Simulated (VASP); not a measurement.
# Bi2TeSe2 (R-3m) in VASP: single point with PBEsol

Aim: the single point of Bi2TeSe2 with PBEsol.

All numbers are computed with VASP 6.6.1; they aren't measurements. Logs are shortened: lines on timing, memory, paths and dates and some standing lists are left out, and cuts for length are marked.

### 1 The cell of the first run

It takes space group R-3m (No. 166, trigonal). The conventional cell has a = 4.211 Å, b = 4.211 Å, c = 28.751 Å, α = 90.00°, β = 90.00°, γ = 120.00°. Bi (site symmetry 3m) has 3 Se at 2.87 Å and 3 Te at 3.21 Å within 3.8 Å. Te (site symmetry -3m) has 6 Bi at 3.21 Å and 6 Te at 4.21 Å and 6 Se at 4.36 Å within 4.4 Å. Within 3.8 Å of Se (site symmetry 3m) lie 3 Bi at 2.87 Å and 3 Se at 3.39 Å.

### 2 Single point, PBEsol

Input file INCAR:

```
  PREC = Accurate
  ENCUT = 520
  EDIFF = 1E-7
  ISMEAR = 0
  SIGMA = 0.05
  LREAL = False
  LASPH = True
  NELM = 60
  ALGO = Normal
  ISIF = 2
  LWAVE = False
  LCHARG = False
  GGA = PS
  NBANDS = 32
```

Input file KPOINTS:

```
regular mesh
0
Gamma
  8 8 8
```

Input file POSCAR:

```
Bi2TeSe2
1.0
    2.1054786023      1.2155986378      9.5838039522
   -2.1054786023      1.2155986378      9.5838039522
    0.0000000000     -2.4311972756      9.5838039522
Bi Te Se
2 1 2
Direct
    0.4062258759      0.4062258759      0.4062258759
    0.5937741241      0.5937741241      0.5937741241
    0.0000000000      0.0000000000      0.0000000000
    0.2076597980      0.2076597980      0.2076597980
    0.7923402020      0.7923402020      0.7923402020
```

Potentials or basis: VASP PAW PBE potentials, release 64 (Bi_d, Te, Se).

The run is started by

```console
$ cat potpaw_PBE.64/Bi_d/POTCAR potpaw_PBE.64/Te/POTCAR potpaw_PBE.64/Se/POTCAR > POTCAR
$ mpirun -np 1 vasp_std > vasp.out
```

OUTCAR:

```text
PREC = Accurate
   ENCUT = 520
   EDIFF = 1E-7
   ISMEAR = 0
   LREAL = False
   LASPH = True
   NELM = 60
   ISIF = 2
   GGA = PS

 ion  position               nearest neighbor table
   1  0.406  0.406  0.406-   5 2.87   5 2.87   5 2.87   3 3.21   3 3.21   3 3.21
   2  0.594  0.594  0.594-   4 2.87   4 2.87   4 2.87   3 3.21   3 3.21   3 3.21
   3  0.000  0.000  0.000-   2 3.21   1 3.21   2 3.21   2 3.21   1 3.21   1 3.21
   4  0.208  0.208  0.208-   2 2.87   2 2.87   2 2.87
   5  0.792  0.792  0.792-   1 2.87   1 2.87   1 2.87

  LATTYP: Found a trigonal (rhomboedric) cell.
 ALAT       =     9.8873666053
 COS(alpha) =     0.9093077064

  Lattice vectors:

 A1 = (   2.1054786023,   1.2155986378,   9.5838039522)
 A2 = (  -2.1054786023,   1.2155986378,   9.5838039522)
 A3 = (   0.0000000000,  -2.4311972756,   9.5838039522)

Analysis of symmetry for initial positions (statically):
=====================================================================
 Subroutine PRICEL returns:
 Original cell was already a primitive cell.

 Routine SETGRP: Setting up the symmetry group for a
 trigonal (rhombohedral) supercell.

 Subroutine GETGRP returns: Found 12 space group operations
 (whereof 12 operations were pure point group operations)
 out of a pool of 12 trial point group operations.

The static configuration has the point symmetry D_3d.

Analysis of symmetry for dynamics (positions and initial velocities):
=====================================================================
 Subroutine PRICEL returns:
 Original cell was already a primitive cell.

 Routine SETGRP: Setting up the symmetry group for a
 trigonal (rhombohedral) supercell.

 Subroutine GETGRP returns: Found 12 space group operations
 (whereof 12 operations were pure point group operations)
 out of a pool of 12 trial point group operations.

The dynamic configuration has the point symmetry D_3d.

 Subroutine INISYM returns: Found 12 space group operations
 (whereof 12 operations are pure point group operations),
 and found     1 'primitive' translations

----------------------------------------------------------------------------------------

                                     Primitive cell

  volume of cell :     147.1737

  direct lattice vectors                    reciprocal lattice vectors
     2.105478602  1.215598638  9.583803952     0.237475698  0.137106658  0.034780901
    -2.105478602  1.215598638  9.583803952    -0.237475698  0.137106658  0.034780901
     0.000000000 -2.431197276  9.583803952     0.000000000 -0.274213316  0.034780901

  length of vectors
     9.887366605  9.887366605  9.887366605     0.276410300  0.276410300  0.276410300

  position of ions in fractional coordinates (direct lattice)
     0.406225876  0.406225876  0.406225876
     0.593774124  0.593774124  0.593774124
     0.000000000  0.000000000  0.000000000
     0.207659798  0.207659798  0.207659798
     0.792340202  0.792340202  0.792340202

  ion indices of the primitive-cell ions
   primitive index   ion index
                 1           1
                 2           2
                 3           3
                 4           4
                 5           5

----------------------------------------------------------------------------------------

 KPOINTS: regular mesh

Automatic generation of k-mesh.
 Grid dimensions read from file:
 generate k-points for:    8    8    8

 Generating k-lattice:

  Cartesian coordinates                     Fractional coordinates (reciprocal lattice)
     0.029684462  0.017138332  0.004347613     0.125000000  0.000000000  0.000000000
    -0.029684462  0.017138332  0.004347613     0.000000000  0.125000000  0.000000000
     0.000000000 -0.034276664  0.004347613     0.000000000  0.000000000  0.125000000

  Length of vectors
     0.034551287  0.034551287  0.034551287

  Shift w.r.t. Gamma in fractional coordinates (k-lattice)
     0.000000000  0.000000000  0.000000000

 Subroutine IBZKPT returns following result:
 ===========================================

 Found     65 irreducible k-points:

 Following reciprocal coordinates:
            Coordinates               Weight
  0.000000  0.000000  0.000000      1.000000
  0.125000  0.000000  0.000000      6.000000
  0.250000  0.000000  0.000000      6.000000
  0.375000 -0.000000  0.000000      6.000000
  0.500000  0.000000  0.000000      3.000000
  0.125000  0.125000  0.000000      6.000000
[... 16 lines left out ...]
  0.250000  0.125000  0.125000      6.000000
  0.375000  0.125000  0.125000      6.000000
 [... further k-points ...]
   k-points           NKPTS =     65   k-points in BZ     NKDIM =     65   number of bands    NBANDS=     32
   number of dos      NEDOS =    301   number of ions     NIONS =      5
   total plane-waves  NPLWV = 512000
   dimension x,y,z NGX =    80 NGY =   80 NGZ =   80
   dimension x,y,z NGXF=   160 NGYF=  160 NGZF=  160
   ions per type =               2   1   2
   NGX,Y,Z   is equivalent  to a cutoff of  13.45, 13.45, 13.45 a.u.
   NGXF,Y,Z  is equivalent  to a cutoff of  26.90, 26.90, 26.90 a.u.
 SYSTEM =  unknown system
   PREC   = accura    normal or accurate (medium, high low for compatibility)
   ISTART =      0    job   : 0-new  1-cont  2-samecut
   ICHARG =      2    charge: 1-file 2-atom 10-const
   ISPIN  =      1    spin polarized calculation?
   LNONCOLLINEAR =      F non collinear calculations
   LSORBIT =      F    spin-orbit coupling
   LASPH  =      T    aspherical Exc in radial PAW
   ENCUT  =  520.0 eV  38.22 Ry    6.18 a.u.  18.38 18.38 18.38*2*pi/ulx,y,z
   NELM   =     60;   NELMIN=  2; NELMDL= -5     # of ELM steps
   EDIFF  = 0.1E-06   stopping-criterion for ELM
   LREAL  =      F    real-space projection
   EDIFFG = 0.1E-05   stopping-criterion for IOM
   NSW    =      0    number of steps for IOM
   IBRION =     -1    ionic relax: 0-MD 1-quasi-New 2-CG
   NFREE  =      0    steps in history (QN), initial steepest desc. (CG)
   ISIF   =      2    stress and relaxation
   ISYM   =      2    0-nonsym 1-usesym 2-fastsym
   POTIM  = 0.5000    time-step for ionic-motion
   TEBEG  =    0.0;   TEEND  =   0.0 temperature during run
   PSTRESS=    0.0 pullay stress
   NELECT =      48.0000    total number of electrons
   NUPDOWN=      -1.0000    fix difference up-down
   EMIN   =  10.00;   EMAX   =-10.00  energy-range for DOS
   EFERMI =   0.00;   METHOD = LEGACY
   ISMEAR =     0;   SIGMA  =   0.05  broadening in eV -4-tet -1-fermi 0-gaus
   EFERMI_NEDOS =   21; number of points for ismear=-14 and -15
   IALGO  =     38    algorithm
   IMIX   =      4    mixing-type and parameters
     AMIX     =   0.40;   BMIX     =  1.00
     AMIX_MAG =   1.60;   BMIX_MAG =  1.00
  volume/ion in A,a.u.               =      29.43       198.64
  Fermi-wavevector in a.u.,A,eV,Ry     =   1.126882  2.129499 17.277541  1.269863
  Thomas-Fermi vector in A             =   2.263566
   LORBIT       =      0    0 simple, 1 ext, 2 COOP (PROOUT), +10 PAW based schemes
   GGA     = PS    functional components
   LHFCALC =     F    Hartree Fock is set to
   AEXX    =    0.0000 exact exchange contribution
   IVDW    =     0    specifies the selected vdW correction
   LEPSILON=     F    determine dielectric tensor
   LRPA    =     F    only Hartree local field effects (RPA)
 non-spin polarized calculation
 Gauss-broadening in eV      SIGMA  =   0.05
  energy-cutoff  :      520.00
  volume of cell :      147.17
 maximum number of plane-waves:      3984
 NGX is ok and might be reduce to    80
   NGX = 37   NGY = 37   NGZ = 37

 number of electron      48.0000004 magnetization

 Free energy of the ion-electron system (eV)
  ---------------------------------------------------
  ext. energy  EPLUGINS =         0.00000000
  ---------------------------------------------------
  free energy    TOTEN  =       -21.32337323 eV

  energy without entropy =      -21.32337323  energy(sigma->0) =      -21.32337323

 E-fermi :   5.7178     XC(G=0):  -9.7412

 val. band max:        5.5142047079   @ k =   0.0000   0.0000   0.0000
 cond. band min:       5.9862684364   @ k =   0.0000   0.0000   0.0000
 fundamental gap:      0.4720637285
 Fermi energy:         5.7177904610

 k-point     1 :       0.0000    0.0000    0.0000
  band No.  band energies     occupation
      1     -17.5234      2.00000
      2     -17.5234      2.00000
      3     -17.5219      2.00000
      4     -17.5219      2.00000
      5     -17.5160      2.00000
      6     -17.5140      2.00000
[... 24 lines left out ...]
     31      10.4806      0.00000
     32      12.0276      0.00000

 k-point     2 :       0.1250    0.0000    0.0000
  band No.  band energies     occupation
      1     -17.5258      2.00000
      2     -17.5241      2.00000
      3     -17.5209      2.00000
      4     -17.5194      2.00000
      5     -17.5139      2.00000
      6     -17.5121      2.00000
[... 24 lines left out ...]
     31      10.3469      0.00000
     32      11.0225      0.00000

 k-point     3 :       0.2500    0.0000    0.0000
  band No.  band energies     occupation
      1     -17.5322      2.00000
      2     -17.5300      2.00000
      3     -17.5167      2.00000
      4     -17.5150      2.00000
      5     -17.5123      2.00000
      6     -17.5100      2.00000
[... 24 lines left out ...]
     31       9.7890      0.00000
     32      11.4278      0.00000

 k-point     4 :       0.3750   -0.0000    0.0000
  band No.  band energies     occupation
      1     -17.5391      2.00000
      2     -17.5363      2.00000
      3     -17.5155      2.00000
      4     -17.5147      2.00000
      5     -17.5131      2.00000
      6     -17.5123      2.00000
[... 654 lines left out ...]
     31      10.4894      0.00000
     32      11.9490      0.00000

 k-point    23 :       0.2500    0.1250    0.1250
  band No.  band energies     occupation
      1     -17.5258      2.00000
      2     -17.5241      2.00000
      3     -17.5209      2.00000
      4     -17.5194      2.00000
      5     -17.5138      2.00000
      6     -17.5122      2.00000
[... 24 lines left out ...]
     31      10.3315      0.00000
     32      11.1558      0.00000

 k-point    24 :       0.3750    0.1250    0.1250
  band No.  band energies     occupation
      1     -17.5322      2.00000
      2     -17.5300      2.00000
      3     -17.5166      2.00000
      4     -17.5150      2.00000
      5     -17.5123      2.00000
      6     -17.5100      2.00000
[... 24 lines left out ...]
     31       9.7837      0.00000
     32      11.4386      0.00000

 [... further k-points ...]
[... 5 lines left out ...]
  --------------------------------------------------------------------------------------
  -------------------------------------------------------------------------------------
  Total        0.4826499      0.4826499      0.4758464      0.0000000     -0.0000000      0.0000000
  in kB        5.2542723      5.2542723      5.1802074      0.0000000     -0.0000000      0.0000000
  external PRESSURE =       5.2295840 kB  Pullay stress =       0.0000000 kB

 VOLUME and BASIS-vectors are now :
 -----------------------------------------------------------------------------
  energy-cutoff  :      520.00
  volume of cell :      147.17
      direct lattice vectors                 reciprocal lattice vectors
     2.105478602  1.215598638  9.583803952     0.237475698  0.137106658  0.034780901
    -2.105478602  1.215598638  9.583803952    -0.237475698  0.137106658  0.034780901
     0.000000000 -2.431197276  9.583803952     0.000000000 -0.274213316  0.034780901

 POSITION                                       TOTAL-FORCE (eV/Angst)
 -----------------------------------------------------------------------------------
      0.00000      0.00000     11.67957         0.000000     -0.000000     -0.008868
      0.00000      0.00000     17.07184         0.000000      0.000000      0.008868
      0.00000      0.00000      0.00000         0.000000      0.000000      0.000000
      0.00000      0.00000      5.97051         0.000000      0.000000     -0.013510
      0.00000      0.00000     22.78090         0.000000      0.000000      0.013510
 -----------------------------------------------------------------------------------
    total drift:                               -0.000000     -0.000000      0.000000

  FREE ENERGIE OF THE ION-ELECTRON SYSTEM (eV)
  ---------------------------------------------------
  free  energy   TOTEN  =       -21.3233732300 eV

  energy  without entropy=      -21.3233732300  energy(sigma->0) =      -21.32337323
```

It took 28 min on 1 thread of Intel Xeon Platinum 8375C at 2.90GHz (Ice Lake), shared host; peak memory 1.1 GiB.

What came out:

* Free energy: -21.3234 eV
* Pressure: 0.5 GPa
* Largest force: 0.014 eV/Å
* Band gap on the k mesh: 0.47 eV

Forces in eV/Å, atoms in the order of the input:
```
Bi   0.000  0.000 -0.009
Bi   0.000  0.000  0.009
Te   0.000  0.000  0.000
Se   0.000  0.000 -0.014
Se   0.000  0.000  0.014
```

Levels at points of the mesh, in eV from the valence-band top:
```
           k point  band 22  band 23  band 24  band 25  band 26  band 27
(0.00, 0.00, 0.00)    -0.73    -0.73     0.00     0.47     1.10     1.10
(0.50, 0.00, 0.00)    -2.29    -0.93    -0.43     0.71     1.58     2.95
(0.50, 0.50, 0.00)    -1.78    -1.42    -0.91     1.25     1.63     2.43
(0.50, 0.50, 0.50)    -0.86    -0.86    -0.28     0.79     1.55     1.55
```

Caveat: the PAW data sets were made with another functional, which shifts forces and pressure a little; spin-orbit coupling is left out, which moves the levels of the heavy elements.
